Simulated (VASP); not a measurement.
# SiC in VASP: a series of runs

SiC is run at these levels: r2SCAN; tasks: single point.

Program: VASP 6.6.1. These are calculated values, not measurements. Logs are shortened: lines on timing, memory, paths and dates and some standing lists are left out, and cuts for length are marked.

## Step 1: The cell of the first run

The typed cell holds 8 atoms: a = 3.075 Å, b = 3.075 Å, c = 10.251 Å, α = 81.37°, β = 81.37°, γ = 60.00°.

## Step 2: Single point, r2SCAN (the part above a cut slid along it)

POSCAR

```
SiC
1.0
   -3.0751950066      0.0000000000      0.0000000000
   -1.5375975033     -2.6631969973      0.0000000000
   -1.5374437435     -0.8876435592     10.0963337124
Si C
4 4
Direct
    0.0313463879      0.0313463879      0.9060514413
    0.1979963879      0.1979963879      0.4060514413
    0.6146547213      0.6146547213      0.1560514413
    0.4480047213      0.4480047213      0.6560514413
    0.3020202787      0.3020202787      0.0939485587
    0.1353702787      0.1353702787      0.5939485587
    0.5520286121      0.5520286121      0.3439485587
    0.3853786121      0.3853786121      0.8439485587
```

INCAR.step1

```
  PREC = Accurate
  ENCUT = 520
  ISMEAR = 0
  SIGMA = 0.05
  LREAL = False
  LASPH = True
  NELM = 100
  NBANDS = 26
  GGA = PE
  ALGO = Normal
  EDIFF = 1E-4
  LWAVE = True
  LCHARG = False
```

INCAR.step2

```
  PREC = Accurate
  ENCUT = 520
  EDIFF = 1E-6
  ISMEAR = 0
  SIGMA = 0.05
  LREAL = False
  LASPH = True
  NELM = 100
  ALGO = Normal
  ISIF = 2
  LWAVE = False
  LCHARG = False
  METAGGA = R2SCAN
  LMIXTAU = True
  NBANDS = 26
  ISTART = 1
```

KPOINTS

```
Automatic mesh
0
Gamma
  8 8 3
```

Potentials or basis: VASP PAW PBE potentials, release 64 (Si, C).

On the command line:

```console
cat potpaw_PBE.64/Si/POTCAR potpaw_PBE.64/C/POTCAR > POTCAR
cp INCAR.step1 INCAR
mpirun -np 1 vasp_std > vasp.out
cp INCAR.step2 INCAR
mpirun -np 1 vasp_std > vasp.out
```

OUTCAR:

```text
PREC = Accurate
   ENCUT = 520
   EDIFF = 1E-6
   ISMEAR = 0
   LREAL = False
   LASPH = True
   NELM = 100
   ISIF = 2
   METAGGA = R2SCAN
   ISTART = 1

 ion  position               nearest neighbor table
   1  0.031  0.031  0.906-   8 1.88   8 1.88   8 1.88   5 2.60   5 2.60   5 2.60   3 3.09   3 3.09
                             4 3.09   4 3.09   4 3.09   3 3.09
   2  0.198  0.198  0.406-   7 1.88   7 1.88   7 1.88   6 1.90   3 3.09   3 3.09   4 3.09   4 3.09
                             4 3.09   3 3.09
   3  0.615  0.615  0.156-   5 1.88   5 1.88   5 1.88   7 1.90   1 3.09   1 3.09   2 3.09   2 3.09
                             2 3.09   1 3.09
   4  0.448  0.448  0.656-   6 1.88   6 1.88   6 1.88   8 1.90   1 3.09   1 3.09   2 3.09   2 3.09
                             2 3.09   1 3.09
   5  0.302  0.302  0.094-   3 1.88   3 1.88   3 1.88   1 2.60   1 2.60   1 2.60
   6  0.135  0.135  0.594-   4 1.88   4 1.88   4 1.88   2 1.90
   7  0.552  0.552  0.344-   2 1.88   2 1.88   2 1.88   3 1.90
   8  0.385  0.385  0.844-   1 1.88   1 1.88   1 1.88   4 1.90

  LATTYP: Found a base centered monoclinic cell.
 ALAT       =     5.3263939946
 B/A-ratio  =     0.5773502692
 C/A-ratio  =     1.9246087068
 COS(beta)  =    -0.1731780589

  Lattice vectors:

 A1 = (   3.0751950066,   0.0000000000,   0.0000000000)
 A2 = (   1.5375975033,   2.6631969973,   0.0000000000)
 A3 = (  -1.5374437435,  -0.8876435592,  10.0963337124)

Analysis of symmetry for initial positions (statically):
=====================================================================
 Subroutine PRICEL returns:
 Original cell was already a primitive cell.

 Routine SETGRP: Setting up the symmetry group for a
 base centered monoclinic supercell.

 Subroutine GETGRP returns: Found  2 space group operations
 (whereof  2 operations were pure point group operations)
 out of a pool of  4 trial point group operations.

The static configuration has the point symmetry C_1h.

Analysis of symmetry for dynamics (positions and initial velocities):
=====================================================================
 Subroutine PRICEL returns:
 Original cell was already a primitive cell.

 Routine SETGRP: Setting up the symmetry group for a
 base centered monoclinic supercell.

 Subroutine GETGRP returns: Found  2 space group operations
 (whereof  2 operations were pure point group operations)
 out of a pool of  4 trial point group operations.

The dynamic configuration has the point symmetry C_1h.

 Subroutine INISYM returns: Found  2 space group operations
 (whereof  2 operations are pure point group operations),
 and found     1 'primitive' translations

----------------------------------------------------------------------------------------

                                     Primitive cell

  volume of cell :      82.6875

  direct lattice vectors                    reciprocal lattice vectors
    -3.075195007  0.000000000  0.000000000    -0.325182630  0.187744279 -0.033011983
    -1.537597503 -2.663196997  0.000000000     0.000000000 -0.375488558 -0.033011983
    -1.537443743 -0.887643559 10.096333712     0.000000000  0.000000000  0.099045855

  length of vectors
     3.075195007  3.075195007 10.251224258     0.376936929  0.376936929  0.099045855

  position of ions in fractional coordinates (direct lattice)
     0.031346388  0.031346388  0.906051441
     0.197996388  0.197996388  0.406051441
     0.614654721  0.614654721  0.156051441
     0.448004721  0.448004721  0.656051441
     0.302020279  0.302020279  0.093948559
     0.135370279  0.135370279  0.593948559
     0.552028612  0.552028612  0.343948559
     0.385378612  0.385378612  0.843948559

  ion indices of the primitive-cell ions
   primitive index   ion index
                 1           1
                 2           2
                 3           3
                 4           4
                 5           5
[... 26 lines left out ...]
|                                                                             |
|           W    W    AA    RRRRR   N    N  II  N    N   GGGG   !!!           |
|           W    W   A  A   R    R  NN   N  II  NN   N  G    G  !!!           |
|           W    W  A    A  R    R  N N  N  II  N N  N  G       !!!           |
|           W WW W  AAAAAA  RRRRR   N  N N  II  N  N N  G  GGG   !            |
|           WW  WW  A    A  R   R   N   NN  II  N   NN  G    G                |
|           W    W  A    A  R    R  N    N  II  N    N   GGGG   !!!           |
|                                                                             |
|     Your reciprocal lattice and k-lattice belong to different lattice       |
|     classes:                                                                |
|                                                                             |
|        The reciprocal lattice is rhombohedral (trigonal),                   |
|        whereas your k-lattice is base-centered monoclinic.                  |
|                                                                             |
|     Results are often still useful ...                                      |
|                                                                             |
 -----------------------------------------------------------------------------

 WARNING: IBZKPT: internal override: KBLOWUP is changed to .FALSE.
      ... skipping the blow-up phase ...

 Subroutine IBZKPT returns following result:
 ===========================================

 Found     57 irreducible k-points:

 Following reciprocal coordinates:
            Coordinates               Weight
  0.000000  0.000000  0.000000      1.000000
  0.125000 -0.000000 -0.000000      4.000000
  0.250000 -0.000000 -0.000000      4.000000
  0.375000  0.000000 -0.000000      4.000000
  0.500000 -0.000000 -0.000000      2.000000
  0.125000  0.125000 -0.000000      2.000000
[... 16 lines left out ...]
  0.125000 -0.000000  0.333333      4.000000
  0.250000 -0.000000  0.333333      4.000000
 [... further k-points ...]
   k-points           NKPTS =     57   k-points in BZ     NKDIM =     57   number of bands    NBANDS=     26
   number of dos      NEDOS =    301   number of ions     NIONS =      8
   total plane-waves  NPLWV =  46080
   dimension x,y,z NGX =    24 NGY =   24 NGZ =   80
   dimension x,y,z NGXF=    48 NGYF=   48 NGZF=  160
   ions per type =               4   4
   NGX,Y,Z   is equivalent  to a cutoff of  12.97, 12.97, 12.97 a.u.
   NGXF,Y,Z  is equivalent  to a cutoff of  25.95, 25.95, 25.95 a.u.
 SYSTEM =  unknown system
   PREC   = accura    normal or accurate (medium, high low for compatibility)
   ISTART =      1    job   : 0-new  1-cont  2-samecut
   ICHARG =      0    charge: 1-file 2-atom 10-const
   ISPIN  =      1    spin polarized calculation?
   LNONCOLLINEAR =      F non collinear calculations
   LSORBIT =      F    spin-orbit coupling
   LASPH  =      T    aspherical Exc in radial PAW
   ENCUT  =  520.0 eV  38.22 Ry    6.18 a.u.   5.72  5.72 19.06*2*pi/ulx,y,z
   NELM   =    100;   NELMIN=  2; NELMDL=  0     # of ELM steps
   EDIFF  = 0.1E-05   stopping-criterion for ELM
   LREAL  =      F    real-space projection
   EDIFFG = 0.1E-04   stopping-criterion for IOM
   NSW    =      0    number of steps for IOM
   IBRION =     -1    ionic relax: 0-MD 1-quasi-New 2-CG
   NFREE  =      0    steps in history (QN), initial steepest desc. (CG)
   ISIF   =      2    stress and relaxation
   ISYM   =      2    0-nonsym 1-usesym 2-fastsym
   POTIM  = 0.5000    time-step for ionic-motion
   TEBEG  =    0.0;   TEEND  =   0.0 temperature during run
   PSTRESS=    0.0 pullay stress
   NELECT =      32.0000    total number of electrons
   NUPDOWN=      -1.0000    fix difference up-down
   EMIN   =  10.00;   EMAX   =-10.00  energy-range for DOS
   EFERMI =   0.00;   METHOD = LEGACY
   ISMEAR =     0;   SIGMA  =   0.05  broadening in eV -4-tet -1-fermi 0-gaus
   EFERMI_NEDOS =   21; number of points for ismear=-14 and -15
   IALGO  =     38    algorithm
   IMIX   =      4    mixing-type and parameters
     AMIX     =   0.40;   BMIX     =  1.00
     AMIX_MAG =   1.60;   BMIX_MAG =  1.00
  volume/ion in A,a.u.               =      10.34        69.75
  Fermi-wavevector in a.u.,A,eV,Ry     =   1.193012  2.254466 19.364879  1.423278
  Thomas-Fermi vector in A             =   2.329037
   LORBIT       =      0    0 simple, 1 ext, 2 COOP (PROOUT), +10 PAW based schemes
   METAGGA = R2SCAN    functional components
   LHFCALC =     F    Hartree Fock is set to
   AEXX    =    0.0000 exact exchange contribution
   IVDW    =     0    specifies the selected vdW correction
   LEPSILON=     F    determine dielectric tensor
   LRPA    =     F    only Hartree local field effects (RPA)
 non-spin polarized calculation
 Gauss-broadening in eV      SIGMA  =   0.05
  energy-cutoff  :      520.00
  volume of cell :       82.69
 maximum number of plane-waves:      2239
   NGX = 11   NGY = 11   NGZ = 39

 number of electron      32.0000001 magnetization

 Free energy of the ion-electron system (eV)
  ---------------------------------------------------
  ext. energy  EPLUGINS =         0.00000000
  ---------------------------------------------------
  free energy    TOTEN  =       -74.03797835 eV

  energy without entropy =      -74.03797835  energy(sigma->0) =      -74.03797835

 E-fermi :   9.0464     XC(G=0): -12.0025

 val. band max:        8.8001067019   @ k =   0.1250  -0.0000  -0.0000
 cond. band min:       9.5766082201   @ k =   0.5000   0.5000  -0.0000
 fundamental gap:      0.7765015182
 Fermi energy:         9.0463924741

 k-point     1 :       0.0000    0.0000    0.0000
  band No.  band energies     occupation
      1      -8.1899      2.00000
      2      -6.9625      2.00000
      3      -6.8309      2.00000
      4      -4.4842      2.00000
      5      -0.6906      2.00000
      6       3.5181      2.00000
[... 685 lines left out ...]
     25      17.5650      0.00000
     26      17.6477      0.00000

 [... further k-points ...]
[... 5 lines left out ...]
  --------------------------------------------------------------------------------------
  -------------------------------------------------------------------------------------
  Total       -3.2994516     -3.2997287      6.6935722      0.0002399      0.0023476      0.0040661
  in kB      -63.9311766    -63.9365450    129.6966885      0.0046492      0.0454869      0.0787857
  external PRESSURE =       0.6096556 kB  Pullay stress =       0.0000000 kB

 VOLUME and BASIS-vectors are now :
 -----------------------------------------------------------------------------
  energy-cutoff  :      520.00
  volume of cell :       82.69
      direct lattice vectors                 reciprocal lattice vectors
    -3.075195007  0.000000000  0.000000000    -0.325182630  0.187744279 -0.033011983
    -1.537597503 -2.663196997  0.000000000     0.000000000 -0.375488558 -0.033011983
    -1.537443743 -0.887643559 10.096333712     0.000000000  0.000000000  0.099045855

 POSITION                                       TOTAL-FORCE (eV/Angst)
 -----------------------------------------------------------------------------------
     -1.53760     -0.88773      9.14780        -0.000899     -0.000519      0.101875
     -1.53760     -0.88773      4.09963         0.000120      0.000069     -0.265697
     -3.07520     -1.77546      1.57555        -0.000136     -0.000078      0.139956
     -3.07520     -1.77546      6.62371        -0.000277     -0.000160     -0.708578
     -1.53760     -0.88773      0.94854         0.002053      0.001185      1.636839
     -1.53760     -0.88773      5.99670         0.000049      0.000028      0.228926
     -3.07520     -1.77546      3.47262        -0.000072     -0.000042      0.391431
     -3.07520     -1.77546      8.52079        -0.000838     -0.000484     -1.524753
 -----------------------------------------------------------------------------------
    total drift:                                0.000064      0.000037      0.000190

  FREE ENERGIE OF THE ION-ELECTRON SYSTEM (eV)
  ---------------------------------------------------
  free  energy   TOTEN  =       -74.0379783512 eV

  energy  without entropy=      -74.0379783512  energy(sigma->0) =      -74.03797835
```

Wall time 5.3 min (1 thread of AMD EPYC 7R13, shared host); peak memory 0.26 GiB.

What came out:

| Item | Value |
| --- | --- |
| Free energy | -74.0380 eV |
| Pressure | 0.1 GPa |
| Largest force | 1.637 eV/Å |
| Band gap on the k mesh | 0.78 eV (least direct gap 1.32 eV) |

Forces in eV/Å, atoms in the order of the input:
```
Si  -0.001 -0.001  0.102
Si   0.000  0.000 -0.266
Si   0.000  0.000  0.140
Si   0.000  0.000 -0.709
C    0.002  0.001  1.637
C    0.000  0.000  0.229
C    0.000  0.000  0.391
C   -0.001  0.000 -1.525
```

Caveat: the cell differs from its parent crystal (the part above a cut slid along it); the stress differs along the axes, from -6 to 13 GPa; semilocal functionals underestimate gaps, and a narrow one can read as zero; the PAW data sets were made with another functional, which shifts forces and pressure a little.

## Step 3: Single point, r2SCAN (the part above a cut slid along it)

POSCAR

```
SiC
1.0
   -3.0751950066      0.0000000000      0.0000000000
   -1.5375975033     -2.6631969973      0.0000000000
   -3.0753487663     -1.7755534381     10.0963337124
Si C
4 4
Direct
   -0.2707311626     -0.2707311626      0.9060514413
    0.0626188374      0.0626188374      0.4060514413
    0.5626271708      0.5626271708      0.1560514413
    0.2292771708      0.2292771708      0.6560514413
    0.2706978292      0.2706978292      0.0939485587
   -0.0626521708     -0.0626521708      0.5939485587
    0.4373561626      0.4373561626      0.3439485587
    0.1040061626      0.1040061626      0.8439485587
```

INCAR.step1

```
PREC     = Accurate       # precision mode
ENCUT    = 520            # plane-wave cutoff, eV
ISMEAR   = 0              # smearing method
SIGMA    = 0.05           # smearing width, eV
LREAL    = F              # projectors in reciprocal space
LASPH    = T              # aspherical terms in the spheres
NELM     = 100            # most SCF steps
NBANDS   = 26             # bands
GGA      = PE             # functional
ALGO     = Normal         # electronic algorithm
EDIFF    = 1E-4           # SCF threshold, eV
LWAVE    = T              # write WAVECAR
LCHARG   = F              # write CHGCAR
```

INCAR.step2

```
PREC     = Accurate       # precision mode
ENCUT    = 520            # plane-wave cutoff, eV
EDIFF    = 1E-7           # SCF threshold, eV
ISMEAR   = 0              # smearing method
SIGMA    = 0.05           # smearing width, eV
LREAL    = F              # projectors in reciprocal space
LASPH    = T              # aspherical terms in the spheres
NELM     = 100            # most SCF steps
ALGO     = Normal         # electronic algorithm
ISIF     = 2              # what is computed and relaxed
LWAVE    = F              # write WAVECAR
LCHARG   = T              # write CHGCAR
METAGGA  = R2SCAN         # meta-GGA
LMIXTAU  = T            
LELF     = T              # ELF
LVHAR    = T            
NBANDS   = 26             # bands
ISTART   = 1
```

KPOINTS

```
regular mesh
0
Gamma
  8 8 3
```

Potentials or basis: VASP PAW PBE potentials, release 64 (Si, C).

On the command line:

```console
cat potpaw_PBE.64/Si/POTCAR potpaw_PBE.64/C/POTCAR > POTCAR
cp INCAR.step1 INCAR
mpirun -np 1 vasp_std > vasp.out
cp INCAR.step2 INCAR
mpirun -np 1 vasp_std > vasp.out
```

Run time: 5.4 min. Hardware: 1 thread of AMD EPYC 7R13, shared host; peak memory 0.26 GiB.

Results (log left out):

- Free energy: -75.0989 eV
- Pressure: -2.6 GPa
- Largest force: 0.378 eV/Å
- Band gap on the k mesh: 0.75 eV (least direct gap 1.87 eV)

Forces on the atoms (eV/Å):
```
Si   0.000  0.000 -0.281
Si   0.000  0.000 -0.169
Si   0.000  0.000  0.378
Si   0.000  0.000 -0.066
C    0.000  0.000 -0.047
C    0.000  0.000  0.070
C    0.000  0.000  0.264
C    0.000  0.000 -0.149
```

Stress tensor (GPa, compression positive):
```
-5.31  0.00  0.00
 0.00 -5.30  0.00
 0.00  0.00  2.86
```

Levels at points of the mesh, in eV from the valence-band top:
```
           k point  band 14  band 15  band 16  band 17  band 18  band 19
(0.00, 0.00, 0.00)    -0.33    -0.33     0.00     4.73     5.44     6.25
(0.50, 0.00, 0.00)    -2.77    -1.50    -1.47     0.99     3.29     3.70
(0.50, 0.50, 0.00)    -2.77    -1.50    -1.46     0.99     3.29     3.70
```

Caveat: the cell differs from its parent crystal (the part above a cut slid along it); the stress differs along the axes, from -5 to 3 GPa; semilocal functionals underestimate gaps, and a narrow one can read as zero; the PAW data sets were made with another functional, which shifts forces and pressure a little. A k mesh can miss the band edges.
